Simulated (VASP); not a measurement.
# Pd (I4/mmm) in VASP: single point with PBE

Aim: the single point of Pd with PBE.

All numbers are computed with VASP 6.6.1; they aren't measurements. Logs are shortened: lines on timing, memory, paths and dates and some standing lists are left out, and cuts for length are marked.

## Step 1: The cell of the first run

The structure is tetragonal, space group I4/mmm (No. 139). The conventional cell has a = 2.888 Å, b = 2.888 Å, c = 3.987 Å, α = 90.00°, β = 90.00°, γ = 90.00°. Within 3.8 Å of Pd (site symmetry 4/mmm) lie 12 Pd at 2.85 to 2.89 Å.

## Step 2: Single point, PBE (strain +0.050 along x and y, +0.025 along z)

The input, INCAR:

```
ALGO     = Normal         # electronic algorithm
EDIFF    = 1E-7           # SCF threshold, eV
ENCUT    = 520            # plane-wave cutoff, eV
GGA      = PE             # functional
ISIF     = 2              # what is computed and relaxed
ISMEAR   = 0              # smearing method
LASPH    = T              # aspherical terms in the spheres
LCHARG   = T              # write CHGCAR
LELF     = T              # ELF
LREAL    = F              # projectors in reciprocal space
LVHAR    = T            
LWAVE    = F              # write WAVECAR
NBANDS   = 11             # bands
NELM     = 100            # most SCF steps
PREC     = Accurate       # precision mode
SIGMA    = 0.15           # smearing width, eV
```

The input, KPOINTS:

```
k-points
0
Gamma
  20 20 20
```

The input, POSCAR:

```
Pd
1.0
    0.0000000000      2.0421450000      1.9935225000
    2.0421450000      0.0000000000      1.9935225000
    2.0421450000      2.0421450000      0.0000000000
Pd
1
Direct
    0.0000000000      0.0000000000      0.0000000000
```

Potentials or basis: VASP PAW PBE potentials, release 64 (Pd).

On the command line:

```console
cat potpaw_PBE.64/Pd/POTCAR > POTCAR
mpirun -np 1 vasp_std > vasp.out
```

OUTCAR:

```text
EDIFF = 1E-7
   ENCUT = 520
   GGA = PE
   ISIF = 2
   ISMEAR = 0
   LASPH = T
   LREAL = F
   NELM = 100
   PREC = Accurate

 ion  position               nearest neighbor table
   1  0.000  0.000  0.000-

  LATTYP: Found a body centered tetragonal cell.
 ALAT       =     2.8880291553
 C/A-ratio  =     1.3805418109

  Lattice vectors:

 A1 = (   0.0000000000,  -2.0421450000,  -1.9935225000)
 A2 = (   0.0000000000,   2.0421450000,  -1.9935225000)
 A3 = (   2.0421450000,   0.0000000000,   1.9935225000)

Analysis of symmetry for initial positions (statically):
=====================================================================
 Subroutine PRICEL returns:
 Original cell was already a primitive cell.

 Routine SETGRP: Setting up the symmetry group for a
 body centered tetragonal supercell.

 Subroutine GETGRP returns: Found 16 space group operations
 (whereof 16 operations were pure point group operations)
 out of a pool of 16 trial point group operations.

The static configuration has the point symmetry D_4h.

Analysis of symmetry for dynamics (positions and initial velocities):
=====================================================================
 Subroutine PRICEL returns:
 Original cell was already a primitive cell.

 Routine SETGRP: Setting up the symmetry group for a
 body centered tetragonal supercell.

 Subroutine GETGRP returns: Found 16 space group operations
 (whereof 16 operations were pure point group operations)
 out of a pool of 16 trial point group operations.

The dynamic configuration has the point symmetry D_4h.

 Subroutine INISYM returns: Found 16 space group operations
 (whereof 16 operations are pure point group operations),
 and found     1 'primitive' translations

----------------------------------------------------------------------------------------

                                     Primitive cell

  volume of cell :      16.6274

  direct lattice vectors                    reciprocal lattice vectors
     0.000000000  2.042145000  1.993522500    -0.244840597  0.244840597  0.250812318
     2.042145000  0.000000000  1.993522500     0.244840597 -0.244840597  0.250812318
     2.042145000  2.042145000  0.000000000     0.244840597  0.244840597 -0.250812318

  length of vectors
     2.853854965  2.853854965  2.888029155     0.427551932  0.427551932  0.427551932

  position of ions in fractional coordinates (direct lattice)
     0.000000000  0.000000000  0.000000000

  ion indices of the primitive-cell ions
   primitive index   ion index
                 1           1

----------------------------------------------------------------------------------------

 KPOINTS: k-points

Automatic generation of k-mesh.
 Grid dimensions read from file:
 generate k-points for:   20   20   20

 Generating k-lattice:

  Cartesian coordinates                     Fractional coordinates (reciprocal lattice)
    -0.012242030  0.012242030  0.012540616     0.050000000  0.000000000  0.000000000
     0.012242030 -0.012242030  0.012540616     0.000000000  0.050000000  0.000000000
     0.012242030  0.012242030 -0.012540616    -0.000000000 -0.000000000  0.050000000

  Length of vectors
     0.021377597  0.021377597  0.021377597

  Shift w.r.t. Gamma in fractional coordinates (k-lattice)
     0.000000000  0.000000000  0.000000000

 Subroutine IBZKPT returns following result:
 ===========================================

 Found    641 irreducible k-points:

 Following reciprocal coordinates:
            Coordinates               Weight
  0.000000  0.000000  0.000000      1.000000
  0.050000 -0.000000  0.000000      8.000000
  0.100000  0.000000  0.000000      8.000000
  0.150000 -0.000000  0.000000      8.000000
  0.200000  0.000000  0.000000      8.000000
  0.250000 -0.000000  0.000000      8.000000
[... 16 lines left out ...]
 -0.400000  0.050000  0.000000      8.000000
 -0.350000  0.050000  0.000000      8.000000
 [... further k-points ...]
   k-points           NKPTS =    641   k-points in BZ     NKDIM =    641   number of bands    NBANDS=     11
   number of dos      NEDOS =    301   number of ions     NIONS =      1
   total plane-waves  NPLWV =  13824
   dimension x,y,z NGX =    24 NGY =   24 NGZ =   24
   dimension x,y,z NGXF=    48 NGYF=   48 NGZF=   48
   ions per type =               1
   NGX,Y,Z   is equivalent  to a cutoff of  13.98, 13.98, 13.82 a.u.
   NGXF,Y,Z  is equivalent  to a cutoff of  27.96, 27.96, 27.63 a.u.
 SYSTEM =  unknown system
   PREC   = accura    normal or accurate (medium, high low for compatibility)
   ISTART =      0    job   : 0-new  1-cont  2-samecut
   ICHARG =      2    charge: 1-file 2-atom 10-const
   ISPIN  =      1    spin polarized calculation?
   LNONCOLLINEAR =      F non collinear calculations
   LSORBIT =      F    spin-orbit coupling
   LASPH  =      T    aspherical Exc in radial PAW
   ENCUT  =  520.0 eV  38.22 Ry    6.18 a.u.   5.31  5.31  5.37*2*pi/ulx,y,z
   NELM   =    100;   NELMIN=  2; NELMDL= -5     # of ELM steps
   EDIFF  = 0.1E-06   stopping-criterion for ELM
   LREAL  =      F    real-space projection
   EDIFFG = 0.1E-05   stopping-criterion for IOM
   NSW    =      0    number of steps for IOM
   IBRION =     -1    ionic relax: 0-MD 1-quasi-New 2-CG
   NFREE  =      0    steps in history (QN), initial steepest desc. (CG)
   ISIF   =      2    stress and relaxation
   ISYM   =      2    0-nonsym 1-usesym 2-fastsym
   POTIM  = 0.5000    time-step for ionic-motion
   TEBEG  =    0.0;   TEEND  =   0.0 temperature during run
   PSTRESS=    0.0 pullay stress
   NELECT =      10.0000    total number of electrons
   NUPDOWN=      -1.0000    fix difference up-down
   EMIN   =  10.00;   EMAX   =-10.00  energy-range for DOS
   EFERMI =   0.00;   METHOD = LEGACY
   ISMEAR =     0;   SIGMA  =   0.15  broadening in eV -4-tet -1-fermi 0-gaus
   EFERMI_NEDOS =   21; number of points for ismear=-14 and -15
   IALGO  =     38    algorithm
   IMIX   =      4    mixing-type and parameters
     AMIX     =   0.40;   BMIX     =  1.00
     AMIX_MAG =   1.60;   BMIX_MAG =  1.00
  volume/ion in A,a.u.               =      16.63       112.21
  Fermi-wavevector in a.u.,A,eV,Ry     =   1.381869  2.611353 25.981151  1.909561
  Thomas-Fermi vector in A             =   2.506613
   LORBIT       =      0    0 simple, 1 ext, 2 COOP (PROOUT), +10 PAW based schemes
   GGA     = PE    functional components
   LHFCALC =     F    Hartree Fock is set to
   AEXX    =    0.0000 exact exchange contribution
   IVDW    =     0    specifies the selected vdW correction
   LEPSILON=     F    determine dielectric tensor
   LRPA    =     F    only Hartree local field effects (RPA)
 non-spin polarized calculation
 Gauss-broadening in eV      SIGMA  =   0.15
  energy-cutoff  :      520.00
  volume of cell :       16.63
 maximum number of plane-waves:       467
 NGX is ok and might be reduce to    24
   NGX = 11   NGY = 11   NGZ = 11

 number of electron      10.0000000 magnetization

 Free energy of the ion-electron system (eV)
  ---------------------------------------------------
  ext. energy  EPLUGINS =         0.00000000
  ---------------------------------------------------
  free energy    TOTEN  =        -5.17981060 eV

  energy without entropy =       -5.14822690  energy(sigma->0) =       -5.16401875

 E-fermi :   7.8900     XC(G=0): -12.4498

 val. band max:        7.8898039348   @ k =   0.3500  -0.0000   0.2500
 cond. band min:       7.8901284840   @ k =  -0.2000   0.0000   0.1500
 fundamental gap:      0.0003245491
 Fermi energy:         7.8899626201

 k-point     1 :       0.0000    0.0000    0.0000
  band No.  band energies     occupation
      1       1.6391      2.00000
      2       5.4895      2.00000
      3       5.4895      2.00000
      4       5.6779      2.00000
      5       6.7756      2.00000
      6       6.9622      2.00000
      7      24.9664      0.00000
      8      28.9110      0.00000
      9      28.9110      0.00000
     10      29.3569      0.00000
     11      33.8262      0.00000

 k-point     2 :       0.0500   -0.0000    0.0000
  band No.  band energies     occupation
      1       1.7213      2.00000
      2       5.4800      2.00000
      3       5.5163      2.00000
      4       5.6877      2.00000
      5       6.7656      2.00000
      6       6.9481      2.00000
      7      25.0321      0.00000
      8      28.3912      0.00000
      9      28.9858      0.00000
     10      29.3144      0.00000
     11      34.2044      0.00000

 k-point     3 :       0.1000    0.0000    0.0000
  band No.  band energies     occupation
      1       1.9617      2.00000
      2       5.4359      2.00000
      3       5.5874      2.00000
      4       5.7357      2.00000
      5       6.7453      2.00000
      6       6.9143      2.00000
      7      25.1447      0.00000
      8      27.1155      0.00000
      9      29.1960      0.00000
     10      29.4859      0.00000
     11      33.8606      0.00000

 k-point     4 :       0.1500   -0.0000    0.0000
  band No.  band energies     occupation
      1       2.3371      2.00000
      2       5.3726      2.00000
      3       5.6732      2.00000
      4       5.8156      2.00000
      5       6.7457      2.00000
      6       6.8878      2.00000
      7      24.7143      0.00000
      8      26.1313      0.00000
      9      29.4939      0.00000
     10      29.7629      0.00000
     11      32.9232      0.00000

 k-point     5 :       0.2000    0.0000    0.0000
  band No.  band energies     occupation
      1       2.7919      2.00000
      2       5.3637      2.00000
      3       5.7257      2.00000
      4       5.8783      2.00000
      5       6.8142      2.00000
      6       6.9137      2.00000
      7      23.2078      0.00000
      8      25.9692      0.00000
      9      29.7745      0.00000
     10      30.0189      0.00000
     11      32.3716      0.00000
[... 211 lines left out ...]
 k-point    21 :       0.5000    0.0500    0.0000
  band No.  band energies     occupation
      1       3.5182      2.00000
      2       5.4781      2.00000
      3       5.5670      2.00000
      4       7.4813      1.99988
      5       7.9005      0.92088
      6       9.5045      0.00000
      7      14.3826      0.00000
      8      24.3160      0.00000
      9      27.2668      0.00000
     10      27.7068      0.00000
     11      33.2649      0.00000

 k-point    22 :      -0.4500    0.0500    0.0000
  band No.  band energies     occupation
      1       3.5237      2.00000
      2       5.4792      2.00000
      3       5.5764      2.00000
      4       7.4974      1.99979
      5       7.8294      1.43215
      6       9.3501      0.00000
      7      14.6029      0.00000
      8      24.3484      0.00000
      9      27.4946      0.00000
     10      27.5708      0.00000
     11      33.2066      0.00000

 k-point    23 :      -0.4000    0.0500    0.0000
  band No.  band energies     occupation
      1       3.5523      2.00000
      2       5.5146      2.00000
      3       5.6212      2.00000
      4       7.3049      2.00000
      5       7.6588      1.97069
      6       8.6441      0.00000
      7      15.7422      0.00000
      8      24.5307      0.00000
      9      27.5338      0.00000
     10      28.1674      0.00000
     11      33.0308      0.00000

 k-point    24 :      -0.3500    0.0500    0.0000
  band No.  band energies     occupation
      1       3.5810      2.00000
      2       5.5795      2.00000
      3       5.6931      2.00000
      4       6.8033      2.00000
      5       7.4161      1.99999
      6       8.0002      0.29855
      7      17.3128      0.00000
      8      24.8424      0.00000
      9      27.7853      0.00000
     10      29.0326      0.00000
     11      32.7279      0.00000

 [... further k-points ...]

------------------------ aborting loop because EDIFF is reached ----------------------------------------

  FORCE on cell =-STRESS in cart. coord.  units (eV):
  Direction    XX          YY          ZZ          XY          YZ          ZX
  --------------------------------------------------------------------------------------
  -------------------------------------------------------------------------------------
  Total       -1.1656011     -1.1656011     -1.0929628      0.0000000      0.0000000      0.0000000
  in kB     -112.3146026   -112.3146026   -105.3153496      0.0000000      0.0000000      0.0000000
  external PRESSURE =    -109.9815182 kB  Pullay stress =       0.0000000 kB

 VOLUME and BASIS-vectors are now :
 -----------------------------------------------------------------------------
  energy-cutoff  :      520.00
  volume of cell :       16.63
      direct lattice vectors                 reciprocal lattice vectors
     0.000000000  2.042145000  1.993522500    -0.244840597  0.244840597  0.250812318
     2.042145000  0.000000000  1.993522500     0.244840597 -0.244840597  0.250812318
     2.042145000  2.042145000  0.000000000     0.244840597  0.244840597 -0.250812318

 POSITION                                       TOTAL-FORCE (eV/Angst)
 -----------------------------------------------------------------------------------
      0.00000      0.00000      0.00000         0.000000      0.000000      0.000000
 -----------------------------------------------------------------------------------
    total drift:                               -0.000000      0.000000      0.000000

  FREE ENERGIE OF THE ION-ELECTRON SYSTEM (eV)
  ---------------------------------------------------
  free  energy   TOTEN  =        -5.1798106009 eV

  energy  without entropy=       -5.1482268956  energy(sigma->0) =       -5.16401875
```

Wall time 34 s (1 thread of Intel Xeon 6975P-C (Granite Rapids), shared host); peak memory 0.24 GiB.

What came out:

```yaml
Free_energy: -5.1798 eV
Pressure: -11.0 GPa
Band_gap_on_the_k_mesh: zero (band 5 reaches 8.17 eV, above the bottom of band 6 at 6.84 eV)
```

Caveat: the cell differs from its parent crystal (strain +0.050 along x and y, +0.025 along z).
